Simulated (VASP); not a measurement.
# As (Im-3m) in VASP: further runs

The runs below take As through single point, with PBE, RPBE+D3(BJ).

All numbers are computed with VASP 6.6.1; they aren't measurements. Logs are shortened: lines on timing, memory, paths and dates and some standing lists are left out, and cuts for length are marked.

### Step 1. The cell of the first run

It takes space group Im-3m (No. 229, cubic). Conventional cell: a = 3.190 Å, b = 3.190 Å, c = 3.190 Å, α = 90.00°, β = 90.00°, γ = 90.00°. As (site symmetry m-3m) has 14 As at 2.76 to 3.19 Å within 3.6 Å.

### Step 2. Single point, PBE (volume scaled by 0.85)

INCAR

```
SYSTEM = As
PREC = Accurate
ENCUT = 520
EDIFF = 1E-6
ISMEAR = -1
SIGMA = 0.05
LREAL = .FALSE.
LASPH = .TRUE.
NELM = 100
ALGO = Normal
ISIF = 2
LWAVE = .FALSE.
LCHARG = .FALSE.
GGA = PE
NBANDS = 8
```

KPOINTS

```
regular mesh
0
G
  16 16 16
  0 0 0
```

POSCAR

```
As
1.0
   -1.5951823033      1.5951823033      1.5951823033
    1.5951823033     -1.5951823033      1.5951823033
    1.5951823033      1.5951823033     -1.5951823033
As
1
Direct
    0.0000000000      0.0000000000      0.0000000000
```

Potentials or basis: VASP PAW PBE potentials, release 64 (As).

Launch:

```console
cat potpaw_PBE.64/As/POTCAR > POTCAR
mpirun -np 1 vasp_std > vasp.out
```

OUTCAR:

```text
SYSTEM = As
   PREC = Accurate
   ENCUT = 520
   EDIFF = 1E-6
   ISMEAR = -1
   LREAL = .FALSE.
   LASPH = .TRUE.
   NELM = 100
   ISIF = 2
   GGA = PE

 ion  position               nearest neighbor table
   1  0.000  0.000  0.000-

  LATTYP: Found a body centered cubic cell.
 ALAT       =     3.1903646066

  Lattice vectors:

 A1 = (  -1.5951823033,   1.5951823033,   1.5951823033)
 A2 = (   1.5951823033,  -1.5951823033,   1.5951823033)
 A3 = (   1.5951823033,   1.5951823033,  -1.5951823033)

Analysis of symmetry for initial positions (statically):
=====================================================================
 Subroutine PRICEL returns:
 Original cell was already a primitive cell.

 Routine SETGRP: Setting up the symmetry group for a
 body centered cubic supercell.

 Subroutine GETGRP returns: Found 48 space group operations
 (whereof 48 operations were pure point group operations)
 out of a pool of 48 trial point group operations.

The static configuration has the point symmetry O_h .

Analysis of symmetry for dynamics (positions and initial velocities):
=====================================================================
 Subroutine PRICEL returns:
 Original cell was already a primitive cell.

 Routine SETGRP: Setting up the symmetry group for a
 body centered cubic supercell.

 Subroutine GETGRP returns: Found 48 space group operations
 (whereof 48 operations were pure point group operations)
 out of a pool of 48 trial point group operations.

The dynamic configuration has the point symmetry O_h .

 Subroutine INISYM returns: Found 48 space group operations
 (whereof 48 operations are pure point group operations),
 and found     1 'primitive' translations

----------------------------------------------------------------------------------------

                                     Primitive cell

  volume of cell :      16.2364

  direct lattice vectors                    reciprocal lattice vectors
    -1.595182303  1.595182303  1.595182303     0.000000000  0.313443798  0.313443798
     1.595182303 -1.595182303  1.595182303     0.313443798  0.000000000  0.313443798
     1.595182303  1.595182303 -1.595182303     0.313443798  0.313443798  0.000000000

  length of vectors
     2.762936797  2.762936797  2.762936797     0.443276470  0.443276470  0.443276470

  position of ions in fractional coordinates (direct lattice)
     0.000000000  0.000000000  0.000000000

  ion indices of the primitive-cell ions
   primitive index   ion index
                 1           1

----------------------------------------------------------------------------------------

 KPOINTS: regular mesh

Automatic generation of k-mesh.
 Grid dimensions read from file:
 generate k-points for:   16   16   16

 Generating k-lattice:

  Cartesian coordinates                     Fractional coordinates (reciprocal lattice)
     0.000000000  0.019590237  0.019590237     0.062500000  0.000000000  0.000000000
     0.019590237  0.000000000  0.019590237     0.000000000  0.062500000  0.000000000
     0.019590237  0.019590237  0.000000000     0.000000000  0.000000000  0.062500000

  Length of vectors
     0.027704779  0.027704779  0.027704779

  Shift w.r.t. Gamma in fractional coordinates (k-lattice)
     0.000000000  0.000000000  0.000000000

 Subroutine IBZKPT returns following result:
 ===========================================

 Found    145 irreducible k-points:

 Following reciprocal coordinates:
            Coordinates               Weight
  0.000000  0.000000  0.000000      1.000000
  0.062500  0.000000  0.000000     12.000000
  0.125000  0.000000  0.000000     12.000000
  0.187500  0.000000  0.000000     12.000000
  0.250000  0.000000  0.000000     12.000000
  0.312500  0.000000  0.000000     12.000000
[... 16 lines left out ...]
  0.187500  0.187500  0.000000     24.000000
  0.250000  0.187500  0.000000     48.000000
 [... further k-points ...]
   k-points           NKPTS =    145   k-points in BZ     NKDIM =    145   number of bands    NBANDS=      8
   number of dos      NEDOS =    301   number of ions     NIONS =      1
   total plane-waves  NPLWV =  13824
   dimension x,y,z NGX =    24 NGY =   24 NGZ =   24
   dimension x,y,z NGXF=    48 NGYF=   48 NGZF=   48
   ions per type =               1
   NGX,Y,Z   is equivalent  to a cutoff of  14.44, 14.44, 14.44 a.u.
   NGXF,Y,Z  is equivalent  to a cutoff of  28.88, 28.88, 28.88 a.u.
 SYSTEM =  As
   PREC   = accura    normal or accurate (medium, high low for compatibility)
   ISTART =      0    job   : 0-new  1-cont  2-samecut
   ICHARG =      2    charge: 1-file 2-atom 10-const
   ISPIN  =      1    spin polarized calculation?
   LNONCOLLINEAR =      F non collinear calculations
   LSORBIT =      F    spin-orbit coupling
   LASPH  =      T    aspherical Exc in radial PAW
   ENCUT  =  520.0 eV  38.22 Ry    6.18 a.u.   5.14  5.14  5.14*2*pi/ulx,y,z
   NELM   =    100;   NELMIN=  2; NELMDL= -5     # of ELM steps
   EDIFF  = 0.1E-05   stopping-criterion for ELM
   LREAL  =      F    real-space projection
   EDIFFG = 0.1E-04   stopping-criterion for IOM
   NSW    =      0    number of steps for IOM
   IBRION =     -1    ionic relax: 0-MD 1-quasi-New 2-CG
   NFREE  =      0    steps in history (QN), initial steepest desc. (CG)
   ISIF   =      2    stress and relaxation
   ISYM   =      2    0-nonsym 1-usesym 2-fastsym
   POTIM  = 0.5000    time-step for ionic-motion
   TEBEG  =    0.0;   TEEND  =   0.0 temperature during run
   PSTRESS=    0.0 pullay stress
   NELECT =       5.0000    total number of electrons
   NUPDOWN=      -1.0000    fix difference up-down
   EMIN   =  10.00;   EMAX   =-10.00  energy-range for DOS
   EFERMI =   0.00;   METHOD = LEGACY
   ISMEAR =    -1;   SIGMA  =   0.05  broadening in eV -4-tet -1-fermi 0-gaus
   EFERMI_NEDOS =   21; number of points for ismear=-14 and -15
   IALGO  =     38    algorithm
   IMIX   =      4    mixing-type and parameters
     AMIX     =   0.40;   BMIX     =  1.00
     AMIX_MAG =   1.60;   BMIX_MAG =  1.00
  volume/ion in A,a.u.               =      16.24       109.57
  Fermi-wavevector in a.u.,A,eV,Ry     =   1.105523  2.089136 16.628788  1.222181
  Thomas-Fermi vector in A             =   2.242011
   LORBIT       =      0    0 simple, 1 ext, 2 COOP (PROOUT), +10 PAW based schemes
   GGA     = PE    functional components
   LHFCALC =     F    Hartree Fock is set to
   AEXX    =    0.0000 exact exchange contribution
   IVDW    =     0    specifies the selected vdW correction
   LEPSILON=     F    determine dielectric tensor
   LRPA    =     F    only Hartree local field effects (RPA)
 non-spin polarized calculation
  energy-cutoff  :      520.00
  volume of cell :       16.24
 maximum number of plane-waves:       466
 NGX is ok and might be reduce to    24
   NGX = 11   NGY = 11   NGZ = 11

 number of electron       5.0000000 magnetization

 Free energy of the ion-electron system (eV)
  ---------------------------------------------------
  ext. energy  EPLUGINS =         0.00000000
  ---------------------------------------------------
  free energy    TOTEN  =        -4.09201994 eV

  energy without entropy =       -4.08831180  energy(sigma->0) =       -4.09016587

 E-fermi :   8.3410     XC(G=0): -11.4904

 val. band max:        8.3369554621   @ k =   0.5000   0.5000   0.3125
 cond. band min:       8.3911305899   @ k =  -0.2500   0.2500   0.1250
 fundamental gap:      0.0541751278
 Fermi energy:         8.3409692039

 k-point     1 :       0.0000    0.0000    0.0000
  band No.  band energies     occupation
      1      -8.2087      2.00000
      2      15.7432      0.00000
      3      15.7432      0.00000
      4      15.7432      0.00000
      5      22.2239      0.00000
      6      22.2239      0.00000
      7      22.2239      0.00000
      8      25.1634      0.00000

 k-point     2 :       0.0625    0.0000    0.0000
  band No.  band energies     occupation
      1      -8.0966      2.00000
      2      14.9139      0.00000
      3      15.3539      0.00000
      4      15.6537      0.00000
      5      21.6483      0.00000
      6      21.8925      0.00000
      7      22.8045      0.00000
      8      24.0361      0.00000

 k-point     3 :       0.1250    0.0000    0.0000
  band No.  band energies     occupation
      1      -7.7608      2.00000
      2      12.9537      0.00000
      3      14.4735      0.00000
      4      15.3966      0.00000
      5      20.5864      0.00000
      6      20.7256      0.00000
      7      23.9630      0.00000
      8      24.0959      0.00000

 k-point     4 :       0.1875    0.0000    0.0000
  band No.  band energies     occupation
      1      -7.2028      2.00000
      2      10.5635      0.00000
      3      13.4839      0.00000
      4      15.0130      0.00000
      5      19.5204      0.00000
      6      19.5487      0.00000
      7      23.8936      0.00000
      8      24.6328      0.00000

 k-point     5 :       0.2500    0.0000    0.0000
  band No.  band energies     occupation
      1      -6.4269      2.00000
      2       8.0978      1.98468
      3      12.5719      0.00000
      4      14.5729      0.00000
      5      18.5310      0.00000
      6      18.6604      0.00000
      7      24.2394      0.00000
      8      25.3655      0.00000
[... 177 lines left out ...]
 k-point    22 :       0.4375    0.1250    0.0000
  band No.  band energies     occupation
      1      -2.0160      2.00000
      2       1.0485      2.00000
      3       8.6628      0.00320
      4      12.2513      0.00000
      5      17.7627      0.00000
      6      20.3665      0.00000
      7      26.1608      0.00000
      8      27.1209      0.00000

 k-point    23 :       0.1875    0.1875    0.0000
  band No.  band energies     occupation
      1      -5.2242      2.00000
      2       6.6651      2.00000
      3       8.9729      0.00001
      4      12.9135      0.00000
      5      19.2212      0.00000
      6      20.6520      0.00000
      7      24.6559      0.00000
      8      26.2299      0.00000

 k-point    24 :       0.2500    0.1875    0.0000
  band No.  band energies     occupation
      1      -4.1617      2.00000
      2       4.9520      2.00000
      3       7.7766      1.99997
      4      12.4160      0.00000
      5      19.0611      0.00000
      6      21.0764      0.00000
      7      24.8737      0.00000
      8      27.6464      0.00000

 [... further k-points ...]
[... 5 lines left out ...]
  --------------------------------------------------------------------------------------
  -------------------------------------------------------------------------------------
  Total        1.8760459      1.8760459      1.8760459     -0.0000000     -0.0000000      0.0000000
  in kB      185.1241501    185.1241501    185.1241501     -0.0000000     -0.0000000      0.0000000
  external PRESSURE =     185.1241501 kB  Pullay stress =       0.0000000 kB

 VOLUME and BASIS-vectors are now :
 -----------------------------------------------------------------------------
  energy-cutoff  :      520.00
  volume of cell :       16.24
      direct lattice vectors                 reciprocal lattice vectors
    -1.595182303  1.595182303  1.595182303     0.000000000  0.313443798  0.313443798
     1.595182303 -1.595182303  1.595182303     0.313443798  0.000000000  0.313443798
     1.595182303  1.595182303 -1.595182303     0.313443798  0.313443798  0.000000000

 POSITION                                       TOTAL-FORCE (eV/Angst)
 -----------------------------------------------------------------------------------
      0.00000      0.00000      0.00000         0.000000     -0.000000      0.000000
 -----------------------------------------------------------------------------------
    total drift:                                0.000000      0.000000      0.000000

  FREE ENERGIE OF THE ION-ELECTRON SYSTEM (eV)
  ---------------------------------------------------
  free  energy   TOTEN  =        -4.0920199438 eV

  energy  without entropy=       -4.0883118043  energy(sigma->0) =       -4.09016587
```

Run time: 15 s. Hardware: 1 thread of Intel Xeon Platinum 8375C at 2.90GHz (Ice Lake), shared host; peak memory 0.15 GiB.

Results:

```
Free energy : -4.0920 eV
Pressure    : 18.5 GPa
```

Levels at points of the mesh, in eV from the Fermi level:
| k point | band 1 | band 2 | band 3 | band 4 | band 5 | band 6 |
| --- | --- | --- | --- | --- | --- | --- |
| (0.00, 0.00, 0.00) | -16.55 | 7.40 | 7.40 | 7.40 | 13.88 | 13.88 |
| (0.50, 0.00, 0.00) | -10.63 | -7.64 | 2.46 | 5.18 | 8.47 | 8.70 |
| (0.50, 0.50, 0.50) | -5.70 | -2.57 | -2.57 | -2.57 | 3.26 | 3.26 |

Caveat: the cell differs from its parent crystal (volume scaled by 0.85).

### Step 3. Single point, RPBE+D3(BJ)

This run uses another cell than the first one, of 8.60 Å³/atom, 0.529 times its volume.

INCAR

```
SYSTEM = As
PREC = Accurate
ENCUT = 500
EDIFF = 1E-6
ISMEAR = -1
SIGMA = 0.05
LREAL = .False.
LASPH = .True.
NELM = 120
ALGO = Normal
ISIF = 2
LWAVE = .False.
LCHARG = .False.
GGA = RP
IVDW = 12
NBANDS = 8
GGA_COMPAT = .False.
```

KPOINTS

```
regular mesh
0
Gamma
  16 16 16
  0 0 0
```

POSCAR

```
As
1.0
   -1.2904510015      1.2904510015      1.2904510015
    1.2904510015     -1.2904510015      1.2904510015
    1.2904510015      1.2904510015     -1.2904510015
As
1
Direct
    0.0000000000      0.0000000000      0.0000000000
```

Potentials or basis: VASP PAW PBE potentials, release 64 (As).

Launch:

```console
cat potpaw_PBE.64/As/POTCAR > POTCAR
mpirun -np 1 vasp_std > vasp.out
```

It used 6 s of CPU time on 1 thread of AMD EPYC 7R13 Processor (Zen 3), on a shared host.

The run converged. Its results:

* Free energy: -2.7604 eV
* Pressure: 294.5 GPa
* Dispersion energy per atom: -5.039 eV

Levels at points of the mesh, in eV from the Fermi level:
| k point | band 1 | band 2 | band 3 | band 4 | band 5 | band 6 | band 7 | band 8 |
| --- | --- | --- | --- | --- | --- | --- | --- | --- |
| (0.00, 0.00, 0.00) | -26.02 | 16.25 | 16.25 | 16.25 | 17.71 | 17.71 | 17.71 | 19.35 |
| (0.50, 0.00, 0.00) | -14.76 | -13.71 | 4.94 | 7.62 | 9.29 | 12.68 | 28.60 | 29.07 |
| (0.50, 0.50, 0.50) | -5.17 | -5.17 | -5.17 | 0.26 | 0.26 | 0.30 | 34.90 | 36.00 |

Caveat: the PAW data sets were made with another functional, which shifts forces and pressure a little; pairwise dispersion overbinds metals, which lowers pressure and volume.
